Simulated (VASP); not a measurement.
# Li3CoF4 (Pm-3m) in VASP: a series of runs, part 2 of 2

VASP 6.6.1.

### Step 4. Single point, PBE+U, collinear spin, ferromagnetic start

POSCAR

```
Li3CoF4
1.0
    4.0300000000      0.0000000000      0.0000000000
    0.0000000000      4.0300000000      0.0000000000
    0.0000000000      0.0000000000      4.0300000000
Co Li F
1 3 4
Direct
    0.0000000000      0.0000000000      0.0000000000
    0.0000000000      0.5000000000      0.5000000000
    0.5000000000      0.0000000000      0.5000000000
    0.5000000000      0.5000000000      0.0000000000
    0.5000000000      0.5000000000      0.5000000000
    0.5000000000      0.0000000000      0.0000000000
    0.0000000000      0.5000000000      0.0000000000
    0.0000000000      0.0000000000      0.5000000000
```

INCAR.step1

```
ALGO = Normal
EDIFF = 1E-6
ENCUT = 650
GGA = PE
GGA_COMPAT = False
ISIF = 2
ISMEAR = -1
ISPIN = 2
LASPH = True
LCHARG = True
LDAU = True
LDAUJ = 0 0 0
LDAUL = 2 -1 -1
LDAUPRINT = 1
LDAUTYPE = 2
LDAUU = 4 0 0
LMAXMIX = 4
LORBIT = 11
LREAL = False
LWAVE = False
MAGMOM = 3 0 0 0 0 0 0 0
NBANDS = 37
NEDOS = 2001
NELM = 200
PREC = Accurate
SIGMA = 0.01
```

INCAR.step2

```
ALGO = Normal
EDIFF = 1E-6
ENCUT = 650
GGA = PE
GGA_COMPAT = False
ICHARG = 11
ISIF = 2
ISMEAR = 0
ISPIN = 2
LASPH = True
LCHARG = False
LDAU = True
LDAUJ = 0 0 0
LDAUL = 2 -1 -1
LDAUPRINT = 1
LDAUTYPE = 2
LDAUU = 4 0 0
LMAXMIX = 4
LORBIT = 11
LREAL = False
LWAVE = False
MAGMOM = 3 0 0 0 0 0 0 0
NBANDS = 37
NEDOS = 1001
NELM = 200
PREC = Accurate
SIGMA = 0.01
```

KPOINTS

```
k-points
0
Gamma
  1 1 1
```

Potentials or basis: VASP PAW PBE potentials, release 64 (Co, Li_sv, F).

Started as:

```sh
$ cat potpaw_PBE.64/Co/POTCAR potpaw_PBE.64/Li_sv/POTCAR potpaw_PBE.64/F/POTCAR > POTCAR
$ cp INCAR.step1 INCAR
$ mpirun -np 1 vasp_std > vasp.out
$ cp INCAR.step2 INCAR
$ mpirun -np 1 vasp_std > vasp.out
```

OUTCAR:

```text
EDIFF = 1E-6
   ENCUT = 650
   GGA = PE
   ICHARG = 11
   ISIF = 2
   ISMEAR = 0
   ISPIN = 2
   LASPH = True
   LORBIT = 11
   LREAL = False
   NELM = 200
   PREC = Accurate

 ion  position               nearest neighbor table
   1  0.000  0.000  0.000-   6 2.02   7 2.02   8 2.02   8 2.02   7 2.02   6 2.02   2 2.85   3 2.85
                             2 2.85   2 2.85   4 2.85   3 2.85   2 2.85   3 2.85   4 2.85   4 2.85
   2  0.000  0.500  0.500-   5 2.02   7 2.02   8 2.02   7 2.02   8 2.02   5 2.02   1 2.85   1 2.85
                             1 2.85   1 2.85
   3  0.500  0.000  0.500-   5 2.02   6 2.02   8 2.02   6 2.02   5 2.02   8 2.02   1 2.85   1 2.85
                             1 2.85   1 2.85
   4  0.500  0.500  0.000-   5 2.02   6 2.02   7 2.02   5 2.02   6 2.02   7 2.02   1 2.85   1 2.85
                             1 2.85   1 2.85
   5  0.500  0.500  0.500-   2 2.02   3 2.02   4 2.02   4 2.02   3 2.02   2 2.02
   6  0.500  0.000  0.000-   1 2.02   3 2.02   4 2.02   3 2.02   4 2.02   1 2.02
   7  0.000  0.500  0.000-   1 2.02   2 2.02   4 2.02   2 2.02   1 2.02   4 2.02
   8  0.000  0.000  0.500-   1 2.02   2 2.02   3 2.02   1 2.02   2 2.02   3 2.02

  LATTYP: Found a simple cubic cell.
 ALAT       =     4.0300000000

  Lattice vectors:

 A1 = (   4.0300000000,   0.0000000000,   0.0000000000)
 A2 = (   0.0000000000,   4.0300000000,   0.0000000000)
 A3 = (   0.0000000000,   0.0000000000,   4.0300000000)

Analysis of symmetry for initial positions (statically):
=====================================================================
 Subroutine PRICEL returns:
 Original cell was already a primitive cell.

 Routine SETGRP: Setting up the symmetry group for a
 simple cubic supercell.

 Subroutine GETGRP returns: Found 48 space group operations
 (whereof 48 operations were pure point group operations)
 out of a pool of 48 trial point group operations.

The static configuration has the point symmetry O_h .
[... 216 lines left out ...]
      6     -19.5425      1.00000
[... 27 lines left out ...]
     34      17.5695      0.00000
     35      20.2566      0.00000
 Fermi energy:         4.5625144954

 spin component 2

 k-point     1 :       0.0000    0.0000    0.0000
  band No.  band energies     occupation
      1     -40.7046      1.00000
      2     -40.6498      1.00000
      3     -40.6498      1.00000
      4     -20.1379      1.00000
      5     -19.4464      1.00000
      6     -19.4464      1.00000
[... 27 lines left out ...]
     34      17.6701      0.00000
     35      20.2563      0.00000
 [bands above 35 left out]

------------------------ aborting loop because EDIFF is reached ----------------------------------------

  FORCE on cell =-STRESS in cart. coord.  units (eV):
  Direction    XX          YY          ZZ          XY          YZ          ZX
  --------------------------------------------------------------------------------------
  -------------------------------------------------------------------------------------
  Total        1.3967467      1.3967467      1.3967467      0.0000000      0.0000000     -0.0000000
  in kB       34.1911010     34.1911010     34.1911010      0.0000000      0.0000000     -0.0000000
  external PRESSURE =      34.1911010 kB  Pullay stress =       0.0000000 kB

 VOLUME and BASIS-vectors are now :
 -----------------------------------------------------------------------------
  energy-cutoff  :      650.00
  volume of cell :       65.45
      direct lattice vectors                 reciprocal lattice vectors
     4.030000000  0.000000000  0.000000000     0.248138958  0.000000000  0.000000000
     0.000000000  4.030000000  0.000000000     0.000000000  0.248138958  0.000000000
     0.000000000  0.000000000  4.030000000     0.000000000  0.000000000  0.248138958

 POSITION                                       TOTAL-FORCE (eV/Angst)
 -----------------------------------------------------------------------------------
      0.00000      0.00000      0.00000         0.000000      0.000000      0.000000
      0.00000      2.01500      2.01500         0.000000      0.000000      0.000000
      2.01500      0.00000      2.01500         0.000000      0.000000      0.000000
      2.01500      2.01500      0.00000         0.000000      0.000000      0.000000
      2.01500      2.01500      2.01500         0.000000      0.000000      0.000000
      2.01500      0.00000      0.00000         0.000000      0.000000      0.000000
      0.00000      2.01500      0.00000         0.000000      0.000000      0.000000
      0.00000      0.00000      2.01500         0.000000      0.000000      0.000000
 -----------------------------------------------------------------------------------
    total drift:                                0.000000      0.000000     -0.000000

  FREE ENERGIE OF THE ION-ELECTRON SYSTEM (eV)
  ---------------------------------------------------
  free  energy   TOTEN  =       -38.4960555805 eV

  energy  without entropy=      -38.4960555805  energy(sigma->0) =      -38.49605558

 total charge

# of ion       s       p       d       tot
------------------------------------------
    1        0.053   0.543   7.586   8.182
    2        1.985   0.078   0.000   2.063
    3        1.985   0.078   0.000   2.063
    4        1.985   0.078   0.000   2.063
    5        1.724   4.409   0.000   6.133
    6        1.720   4.425   0.000   6.145
    7        1.720   4.425   0.000   6.145
    8        1.720   4.425   0.000   6.145
--------------------------------------------------
tot         12.889  18.464   7.586  38.940

 magnetization (x)

# of ion       s       p       d       tot
------------------------------------------
    1        0.001   0.014   1.982   1.997
    2        0.000  -0.000   0.000  -0.000
    3        0.000  -0.000   0.000  -0.000
    4        0.000  -0.000   0.000  -0.000
    5        0.000   0.000   0.000   0.000
    6        0.007  -0.004   0.000   0.002
    7        0.007  -0.004   0.000   0.002
    8        0.007  -0.004   0.000   0.002
--------------------------------------------------
tot          0.021   0.001   1.982   2.004
```

Wall time 30 s (1 thread of Intel Xeon Platinum 8259CL at 2.50GHz (Skylake/Cascade Lake), shared host); peak memory 0.24 GiB.

Results:

```
Net moment                                            : 2.00 μB per cell
Site moments                                          : Co +2.00; Li -0.00; F +0.00 μB
Valence electrons inside the program's atomic spheres : Co 8.18; Li 2.06; F 6.13, 6.14 (each value once)
```

Eigenvalues of the final occupation matrices:
| site | spin | trace | eigenvalues |
| --- | --- | --- | --- |
| site 1 d | 1 | 4.80 | 0.94 0.94 0.94 0.99 0.99 |
| site 1 d | 2 | 2.82 | 0.01 0.01 0.93 0.93 0.93 |

Caveat: the k points lie up to 1.56 Å⁻¹ apart; a cell with one magnetic atom can't hold antiferromagnetic order, which such compounds often take. The state reached can hang on the start; a lower one may exist.
